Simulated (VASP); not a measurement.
# SiGe (P6_3mc) in VASP: notebook, part 2 of 2

VASP 6.6.1. The steps go on from the part before.

## Step 4: Single point, PBEsol (all Si atoms moved -0.250 Å, as atom 1 along Cartesian [0 0 1])

Contents of INCAR:

```
SYSTEM = SiGe
  PREC = Accurate
  ENCUT = 520
  EDIFF = 1E-7
  ISMEAR = 0
  SIGMA = 0.03
  LREAL = .FALSE.
  LASPH = .TRUE.
  NELM = 60
  ALGO = Normal
  ISIF = 2
  LWAVE = .FALSE.
  LCHARG = .TRUE.
  GGA = PS
  LELF = .TRUE.
  LVHAR = .TRUE.
  NBANDS = 26
```

Contents of KPOINTS:

```
regular mesh
0
G
  12 12 6
  0 0 0
```

Contents of POSCAR:

```
SiGe
1.0
    3.9044512986      0.0000000000      0.0000000000
   -1.9522256493      3.3813540124      0.0000000000
    0.0000000000      0.0000000000      6.4507830000
Si Ge
2 2
Direct
    0.6666666667      0.3333333333      0.8358520148
    0.3333333333      0.6666666667      0.3358520148
    0.6666666667      0.3333333333      0.5003920000
    0.3333333333      0.6666666667      0.0003920000
```

Potentials or basis: VASP PAW PBE potentials, release 64 (Si, Ge_d).

Run with:

```bash
> cat potpaw_PBE.64/Si/POTCAR potpaw_PBE.64/Ge_d/POTCAR > POTCAR
> mpirun -np 1 vasp_std > vasp.out
```

OUTCAR:

```text
SYSTEM = SiGe
   PREC = Accurate
   ENCUT = 520
   EDIFF = 1E-7
   ISMEAR = 0
   LREAL = .FALSE.
   LASPH = .TRUE.
   NELM = 60
   ISIF = 2
   GGA = PS

 ion  position               nearest neighbor table
   1  0.667  0.333  0.836-   3 2.16   4 2.49   4 2.49   4 2.49
   2  0.333  0.667  0.336-   4 2.16   3 2.49   3 2.49   3 2.49
   3  0.667  0.333  0.500-   1 2.16   2 2.49   2 2.49   2 2.49
   4  0.333  0.667  0.000-   2 2.16   1 2.49   1 2.49   1 2.49

  LATTYP: Found a hexagonal cell.
 ALAT       =     3.9044512986
 C/A-ratio  =     1.6521612146

  Lattice vectors:

 A1 = (   3.9044512986,   0.0000000000,   0.0000000000)
 A2 = (  -1.9522256493,   3.3813540124,   0.0000000000)
 A3 = (   0.0000000000,   0.0000000000,   6.4507830000)

Analysis of symmetry for initial positions (statically):
=====================================================================
 Subroutine PRICEL returns:
 Original cell was already a primitive cell.

 Routine SETGRP: Setting up the symmetry group for a
 hexagonal supercell.
[... 170 lines left out ...]
  free energy    TOTEN  =       -20.34212397 eV

  energy without entropy =      -20.34146800  energy(sigma->0) =      -20.34179598

 E-fermi :   5.7182     XC(G=0):  -9.8846

 val. band max:        5.7040774770   @ k =   0.1667  -0.0000   0.0000
 cond. band min:       5.7234118667   @ k =   0.3333  -0.0000   0.3333
 fundamental gap:      0.0193343896
 Fermi energy:         5.7182069109

 k-point     1 :       0.0000    0.0000    0.0000
  band No.  band energies     occupation
      1     -19.1388      2.00000
      2     -19.1369      2.00000
      3     -19.0944      2.00000
      4     -19.0944      2.00000
      5     -19.0885      2.00000
      6     -19.0885      2.00000
[... 685 lines left out ...]
     25      12.6728      0.00000
     26      12.9513      0.00000

 [... further k-points ...]

------------------------ aborting loop because EDIFF is reached ----------------------------------------

  FORCE on cell =-STRESS in cart. coord.  units (eV):
  Direction    XX          YY          ZZ          XY          YZ          ZX
  --------------------------------------------------------------------------------------
  -------------------------------------------------------------------------------------
  Total       -2.5053564     -2.5053564      8.0969477      0.0000000      0.0000000      0.0000000
  in kB      -47.1321249    -47.1321249    152.3241740      0.0000000      0.0000000      0.0000000
  external PRESSURE =      19.3533081 kB  Pullay stress =       0.0000000 kB

 VOLUME and BASIS-vectors are now :
 -----------------------------------------------------------------------------
  energy-cutoff  :      520.00
  volume of cell :       85.17
      direct lattice vectors                 reciprocal lattice vectors
     3.904451299  0.000000000  0.000000000     0.256117934  0.147869758  0.000000000
    -1.952225649  3.381354012  0.000000000     0.000000000  0.295739516  0.000000000
     0.000000000  0.000000000  6.450783000     0.000000000  0.000000000  0.155019941

 POSITION                                       TOTAL-FORCE (eV/Angst)
 -----------------------------------------------------------------------------------
      1.95223      1.12712      5.39190         0.000000      0.000000      4.036424
     -0.00000      2.25424      2.16651        -0.000000     -0.000000      4.036424
      1.95223      1.12712      3.22792        -0.000000      0.000000     -4.036424
     -0.00000      2.25424      0.00253         0.000000     -0.000000     -4.036424
 -----------------------------------------------------------------------------------
    total drift:                                0.000000      0.000000      0.000808

  FREE ENERGIE OF THE ION-ELECTRON SYSTEM (eV)
  ---------------------------------------------------
  free  energy   TOTEN  =       -20.3421239673 eV

  energy  without entropy=      -20.3414679981  energy(sigma->0) =      -20.34179598
```

OSZICAR:

```text
N       E                     dE             d eps       ncg     rms          rms(c)
DAV:   1     0.263912315050E+03    0.26391E+03   -0.17596E+04  4634   0.296E+03
DAV:   2     0.222957593132E+02   -0.24162E+03   -0.23282E+03  4016   0.636E+02
DAV:   3    -0.190073227262E+02   -0.41303E+02   -0.40826E+02  4794   0.155E+02
DAV:   4    -0.206900339878E+02   -0.16827E+01   -0.16791E+01  4738   0.350E+01
DAV:   5    -0.207251122847E+02   -0.35078E-01   -0.35069E-01  4862   0.561E+00    0.596E+00
DAV:   6    -0.204621539312E+02    0.26296E+00   -0.10605E-01  4602   0.253E+00    0.345E+00
DAV:   7    -0.203398704508E+02    0.12228E+00   -0.19044E-01  4444   0.290E+00    0.222E-01
DAV:   8    -0.203418481302E+02   -0.19777E-02   -0.19062E-02  4856   0.139E+00    0.131E-01
DAV:   9    -0.203420480785E+02   -0.19995E-03   -0.46129E-04  4784   0.150E-01    0.820E-02
DAV:  10    -0.203421148388E+02   -0.66760E-04   -0.82999E-05  4766   0.797E-02    0.220E-02
DAV:  11    -0.203421228794E+02   -0.80406E-05   -0.13587E-05  4724   0.270E-02    0.473E-03
DAV:  12    -0.203421236715E+02   -0.79212E-06   -0.95826E-07  4082   0.610E-03    0.204E-03
DAV:  13    -0.203421239898E+02   -0.31834E-06   -0.37650E-07  3860   0.468E-03    0.142E-03
DAV:  14    -0.203421239673E+02    0.22555E-07   -0.20444E-08  2350   0.195E-03
   1 F= -.20342124E+02 E0= -.20341796E+02  d E =-.655969E-03
```

stdout:

```text
POSCAR found type information on POSCAR SiGe
 POSCAR found :  2 types and       4 ions
 scaLAPACK will be used
 -----------------------------------------------------------------------------
|                                                                             |
|                                                                             |
|     You enforced a specific xc type in the INCAR file but a different       |
|     I HOPE YOU KNOW WHAT YOU ARE DOING!                                     |
|                                                                             |
 -----------------------------------------------------------------------------

 LDA part: xc-table for (Slater+PW92), standard interpolation
 POSCAR, INCAR and KPOINTS ok, starting setup
 FFT: planning ... GRIDC
 FFT: planning ... GRID_SOFT
 FFT: planning ... GRID
 WAVECAR not read
 entering main loop
```

It took 5.9 min on 1 thread of AMD EPYC 7R13, shared host; peak memory 0.25 GiB.

What came out:

- Free energy: -20.3421 eV
- Pressure: 1.9 GPa
- Largest force: 4.036 eV/Å
- Band gap on the k mesh: zero (band 18 reaches 6.24 eV, above the bottom of band 19 at 5.58 eV)

Forces in eV/Å, atoms in the order of the input:
```
Si   0.000  0.000  4.036
Si   0.000  0.000  4.036
Ge   0.000  0.000 -4.036
Ge   0.000  0.000 -4.036
```

Stress tensor (GPa, compression positive):
```
-4.71  0.00  0.00
 0.00 -4.71  0.00
 0.00  0.00 15.23
```

Caveat: the cell differs from its parent crystal (all Si atoms moved -0.250 Å, as atom 1 along Cartesian [0 0 1]); the PAW data sets were made with another functional, which shifts forces and pressure a little.

## Step 5: Single point, PBEsol (all Si atoms moved +0.125 Å, as atom 1 along Cartesian [0 0 1])

Contents of INCAR:

```
SYSTEM = SiGe
PREC = Accurate
ENCUT = 520
EDIFF = 1E-6
ISMEAR = 0
SIGMA = 0.03
LREAL = .False.
LASPH = .True.
NELM = 80
ALGO = Normal
ISIF = 2
LWAVE = .False.
LCHARG = .False.
GGA = PS
NBANDS = 26
```

Contents of KPOINTS:

```
Automatic mesh
0
Gamma
  12 12 6
  0 0 0
```

Edit POSCAR of step 4 so:

```diff
@@ -8,4 +8,4 @@
 Direct
-    0.6666666667      0.3333333333      0.8358520148
-    0.3333333333      0.6666666667      0.3358520148
+    0.6666666667      0.3333333333      0.8939844926
+    0.3333333333      0.6666666667      0.3939844926
     0.6666666667      0.3333333333      0.5003920000
```

Potentials or basis: VASP PAW PBE potentials, release 64 (Si, Ge_d).

Run with:

```bash
> cat potpaw_PBE.64/Si/POTCAR potpaw_PBE.64/Ge_d/POTCAR > POTCAR
> mpirun -np 1 vasp_std > vasp.out
```

OUTCAR:

```text
SYSTEM = SiGe
   PREC = Accurate
   ENCUT = 520
   EDIFF = 1E-6
   ISMEAR = 0
   LREAL = .False.
   LASPH = .True.
   NELM = 80
   ISIF = 2
   GGA = PS

 ion  position               nearest neighbor table
   1  0.667  0.333  0.894-   4 2.36   4 2.36   4 2.36   3 2.54
   2  0.333  0.667  0.394-   3 2.36   3 2.36   3 2.36   4 2.54
   3  0.667  0.333  0.500-   2 2.36   2 2.36   2 2.36   1 2.54
   4  0.333  0.667  0.000-   1 2.36   1 2.36   1 2.36   2 2.54

  LATTYP: Found a hexagonal cell.
 ALAT       =     3.9044512986
 C/A-ratio  =     1.6521612146

  Lattice vectors:

 A1 = (   3.9044512986,   0.0000000000,   0.0000000000)
 A2 = (  -1.9522256493,   3.3813540124,   0.0000000000)
 A3 = (   0.0000000000,   0.0000000000,   6.4507830000)

Analysis of symmetry for initial positions (statically):
=====================================================================
 Subroutine PRICEL returns:
 Original cell was already a primitive cell.

 Routine SETGRP: Setting up the symmetry group for a
 hexagonal supercell.

 Subroutine GETGRP returns: Found 12 space group operations
 (whereof  6 operations were pure point group operations)
 out of a pool of 24 trial point group operations.

The static configuration has the point symmetry C_3v.
 The point group associated with its full space group is C_6v.

Analysis of symmetry for dynamics (positions and initial velocities):
=====================================================================
 Subroutine PRICEL returns:
 Original cell was already a primitive cell.

 Routine SETGRP: Setting up the symmetry group for a
 hexagonal supercell.

 Subroutine GETGRP returns: Found 12 space group operations
 (whereof  6 operations were pure point group operations)
 out of a pool of 24 trial point group operations.

The dynamic configuration has the point symmetry C_3v.
 The point group associated with its full space group is C_6v.

 Subroutine INISYM returns: Found 12 space group operations
 (whereof  6 operations are pure point group operations),
 and found     1 'primitive' translations

----------------------------------------------------------------------------------------

                                     Primitive cell

  volume of cell :      85.1654

  direct lattice vectors                    reciprocal lattice vectors
     3.904451299  0.000000000  0.000000000     0.256117934  0.147869758  0.000000000
    -1.952225649  3.381354012  0.000000000     0.000000000  0.295739516  0.000000000
     0.000000000  0.000000000  6.450783000     0.000000000  0.000000000  0.155019941

  length of vectors
     3.904451299  3.904451299  6.450783000     0.295739516  0.295739516  0.155019941

  position of ions in fractional coordinates (direct lattice)
     0.666666667  0.333333333  0.893984493
     0.333333333  0.666666667  0.393984493
     0.666666667  0.333333333  0.500392000
     0.333333333  0.666666667  0.000392000

  ion indices of the primitive-cell ions
   primitive index   ion index
                 1           1
                 2           2
                 3           3
                 4           4

----------------------------------------------------------------------------------------

 KPOINTS: Automatic mesh

Automatic generation of k-mesh.
 Grid dimensions read from file:
 generate k-points for:   12   12    6

 Generating k-lattice:

  Cartesian coordinates                     Fractional coordinates (reciprocal lattice)
     0.021343161  0.012322480  0.000000000     0.083333333  0.000000000  0.000000000
     0.000000000  0.024644960  0.000000000     0.000000000  0.083333333  0.000000000
     0.000000000  0.000000000  0.025836657     0.000000000  0.000000000  0.166666667

  Length of vectors
     0.024644960  0.024644960  0.025836657

  Shift w.r.t. Gamma in fractional coordinates (k-lattice)
     0.000000000  0.000000000  0.000000000

 Subroutine IBZKPT returns following result:
 ===========================================

 Found     76 irreducible k-points:

 Following reciprocal coordinates:
            Coordinates               Weight
  0.000000  0.000000  0.000000      1.000000
  0.083333 -0.000000  0.000000      6.000000
  0.166667 -0.000000  0.000000      6.000000
  0.250000 -0.000000  0.000000      6.000000
  0.333333 -0.000000  0.000000      6.000000
  0.416667 -0.000000  0.000000      6.000000
[... 16 lines left out ...]
  0.250000 -0.000000  0.166667     12.000000
  0.333333 -0.000000  0.166667     12.000000
 [... further k-points ...]
   k-points           NKPTS =     76   k-points in BZ     NKDIM =     76   number of bands    NBANDS=     26
   number of dos      NEDOS =    301   number of ions     NIONS =      4
   total plane-waves  NPLWV =  43200
   dimension x,y,z NGX =    30 NGY =   30 NGZ =   48
   dimension x,y,z NGXF=    60 NGYF=   60 NGZF=   96
   ions per type =               2   2
   NGX,Y,Z   is equivalent  to a cutoff of  12.77, 12.77, 12.37 a.u.
   NGXF,Y,Z  is equivalent  to a cutoff of  25.55, 25.55, 24.74 a.u.
 SYSTEM =  SiGe
   PREC   = accura    normal or accurate (medium, high low for compatibility)
   ISTART =      0    job   : 0-new  1-cont  2-samecut
   ICHARG =      2    charge: 1-file 2-atom 10-const
   ISPIN  =      1    spin polarized calculation?
   LNONCOLLINEAR =      F non collinear calculations
   LSORBIT =      F    spin-orbit coupling
   LASPH  =      T    aspherical Exc in radial PAW
   ENCUT  =  520.0 eV  38.22 Ry    6.18 a.u.   7.26  7.26 11.99*2*pi/ulx,y,z
   NELM   =     80;   NELMIN=  2; NELMDL= -5     # of ELM steps
   EDIFF  = 0.1E-05   stopping-criterion for ELM
   LREAL  =      F    real-space projection
   EDIFFG = 0.1E-04   stopping-criterion for IOM
   NSW    =      0    number of steps for IOM
   IBRION =     -1    ionic relax: 0-MD 1-quasi-New 2-CG
   NFREE  =      0    steps in history (QN), initial steepest desc. (CG)
   ISIF   =      2    stress and relaxation
   ISYM   =      2    0-nonsym 1-usesym 2-fastsym
   POTIM  = 0.5000    time-step for ionic-motion
   TEBEG  =    0.0;   TEEND  =   0.0 temperature during run
   PSTRESS=    0.0 pullay stress
   NELECT =      36.0000    total number of electrons
   NUPDOWN=      -1.0000    fix difference up-down
   EMIN   =  10.00;   EMAX   =-10.00  energy-range for DOS
   EFERMI =   0.00;   METHOD = LEGACY
   ISMEAR =     0;   SIGMA  =   0.03  broadening in eV -4-tet -1-fermi 0-gaus
   EFERMI_NEDOS =   21; number of points for ismear=-14 and -15
   IALGO  =     38    algorithm
   IMIX   =      4    mixing-type and parameters
     AMIX     =   0.40;   BMIX     =  1.00
     AMIX_MAG =   1.60;   BMIX_MAG =  1.00
  volume/ion in A,a.u.               =      21.29       143.68
  Fermi-wavevector in a.u.,A,eV,Ry     =   1.228631  2.321775 20.538443  1.509533
  Thomas-Fermi vector in A             =   2.363549
   LORBIT       =      0    0 simple, 1 ext, 2 COOP (PROOUT), +10 PAW based schemes
   GGA     = PS    functional components
   LHFCALC =     F    Hartree Fock is set to
   AEXX    =    0.0000 exact exchange contribution
   IVDW    =     0    specifies the selected vdW correction
   LEPSILON=     F    determine dielectric tensor
   LRPA    =     F    only Hartree local field effects (RPA)
 non-spin polarized calculation
 Gauss-broadening in eV      SIGMA  =   0.03
  energy-cutoff  :      520.00
  volume of cell :       85.17
 maximum number of plane-waves:      2316
 NGX is ok and might be reduce to    30
   NGX = 15   NGY = 15   NGZ = 23

 number of electron      35.9999967 magnetization

 Free energy of the ion-electron system (eV)
  ---------------------------------------------------
  ext. energy  EPLUGINS =         0.00000000
  ---------------------------------------------------
  free energy    TOTEN  =       -21.09354386 eV

  energy without entropy =      -21.09335997  energy(sigma->0) =      -21.09345192

 E-fermi :   5.7336     XC(G=0):  -9.8654

 val. band max:        5.7095910602   @ k =   0.5000  -0.0000   0.0000
 cond. band min:       5.7353744434   @ k =   0.0833  -0.0000   0.0000
 fundamental gap:      0.0257833832
 Fermi energy:         5.7336151699

 k-point     1 :       0.0000    0.0000    0.0000
  band No.  band energies     occupation
      1     -19.0223      2.00000
      2     -19.0223      2.00000
      3     -19.0202      2.00000
      4     -19.0202      2.00000
      5     -19.0194      2.00000
      6     -19.0186      2.00000
[... 685 lines left out ...]
     25      12.3814      0.00000
     26      12.8331      0.00000

 [... further k-points ...]

------------------------ aborting loop because EDIFF is reached ----------------------------------------

  FORCE on cell =-STRESS in cart. coord.  units (eV):
  Direction    XX          YY          ZZ          XY          YZ          ZX
  --------------------------------------------------------------------------------------
  -------------------------------------------------------------------------------------
  Total        1.2528374      1.2528374     -2.0223797      0.0000000      0.0000000      0.0000000
  in kB       23.5690572     23.5690572    -38.0461042      0.0000000      0.0000000      0.0000000
  external PRESSURE =       3.0306701 kB  Pullay stress =       0.0000000 kB

 VOLUME and BASIS-vectors are now :
 -----------------------------------------------------------------------------
  energy-cutoff  :      520.00
  volume of cell :       85.17
      direct lattice vectors                 reciprocal lattice vectors
     3.904451299  0.000000000  0.000000000     0.256117934  0.147869758  0.000000000
    -1.952225649  3.381354012  0.000000000     0.000000000  0.295739516  0.000000000
     0.000000000  0.000000000  6.450783000     0.000000000  0.000000000  0.155019941

 POSITION                                       TOTAL-FORCE (eV/Angst)
 -----------------------------------------------------------------------------------
      1.95223      1.12712      5.76690         0.000000      0.000000     -1.217940
     -0.00000      2.25424      2.54151         0.000000     -0.000000     -1.217940
      1.95223      1.12712      3.22792         0.000000      0.000000      1.217940
     -0.00000      2.25424      0.00253        -0.000000     -0.000000      1.217940
 -----------------------------------------------------------------------------------
    total drift:                               -0.000000     -0.000000      0.001021

  FREE ENERGIE OF THE ION-ELECTRON SYSTEM (eV)
  ---------------------------------------------------
  free  energy   TOTEN  =       -21.0935438627 eV

  energy  without entropy=      -21.0933599684  energy(sigma->0) =      -21.09345192
```

OSZICAR:

```text
N       E                     dE             d eps       ncg     rms          rms(c)
DAV:   1     0.262259910891E+03    0.26226E+03   -0.17587E+04  4638   0.295E+03
DAV:   2     0.214293450492E+02   -0.24083E+03   -0.23200E+03  4008   0.634E+02
DAV:   3    -0.197868799951E+02   -0.41216E+02   -0.40748E+02  4824   0.154E+02
DAV:   4    -0.214315318604E+02   -0.16447E+01   -0.16419E+01  4778   0.341E+01
DAV:   5    -0.214657151303E+02   -0.34183E-01   -0.34175E-01  4800   0.552E+00    0.585E+00
DAV:   6    -0.212122030567E+02    0.25351E+00   -0.10272E-01  4654   0.245E+00    0.340E+00
DAV:   7    -0.210909066925E+02    0.12130E+00   -0.17917E-01  4282   0.281E+00    0.218E-01
DAV:   8    -0.210931899568E+02   -0.22833E-02   -0.17227E-02  4838   0.138E+00    0.112E-01
DAV:   9    -0.210934258258E+02   -0.23587E-03   -0.41831E-04  4910   0.160E-01    0.798E-02
DAV:  10    -0.210935238071E+02   -0.97981E-04   -0.10987E-04  4644   0.964E-02    0.225E-02
DAV:  11    -0.210935419281E+02   -0.18121E-04   -0.20214E-05  4476   0.250E-02    0.470E-03
DAV:  12    -0.210935435156E+02   -0.15875E-05   -0.14761E-06  4032   0.945E-03    0.210E-03
DAV:  13    -0.210935438627E+02   -0.34717E-06   -0.33516E-07  2882   0.336E-03
   1 F= -.21093544E+02 E0= -.21093452E+02  d E =-.183894E-03
```

Run time: 5.3 min. Hardware: 1 thread of AMD EPYC 7R13, shared host; peak memory 0.25 GiB.

Results:

- Free energy: -21.0935 eV
- Pressure: 0.3 GPa
- Largest force: 1.218 eV/Å
- Band gap on the k mesh: zero (band 18 reaches 5.74 eV, above the bottom of band 19 at 5.71 eV)

Forces on the atoms (eV/Å):
```
Si   0.000  0.000 -1.218
Si   0.000  0.000 -1.218
Ge   0.000  0.000  1.218
Ge   0.000  0.000  1.218
```

Levels at points of the mesh, in eV from the Fermi level:
```
           k point  band 14  band 15  band 16  band 17  band 18  band 19  band 20  band 21  band 22  band 23
(0.00, 0.00, 0.00)    -1.92    -1.92    -0.55    -0.55    -0.08     0.16     1.21     1.94     1.94     2.07
(0.50, 0.00, 0.00)    -6.87    -4.68    -3.51    -2.88    -2.06    -0.02     1.63     3.47     3.60     3.64
(0.00, 0.00, 0.50)    -4.40    -1.36    -1.36    -1.36    -1.36     0.70     0.70     2.81     2.81     2.81
(0.50, 0.00, 0.50)    -7.95    -2.91    -2.91    -2.52    -2.52     0.47     0.47     1.32     1.32     5.92
```

Caveat: the cell differs from its parent crystal (all Si atoms moved +0.125 Å, as atom 1 along Cartesian [0 0 1]); the PAW data sets were made with another functional, which shifts forces and pressure a little.
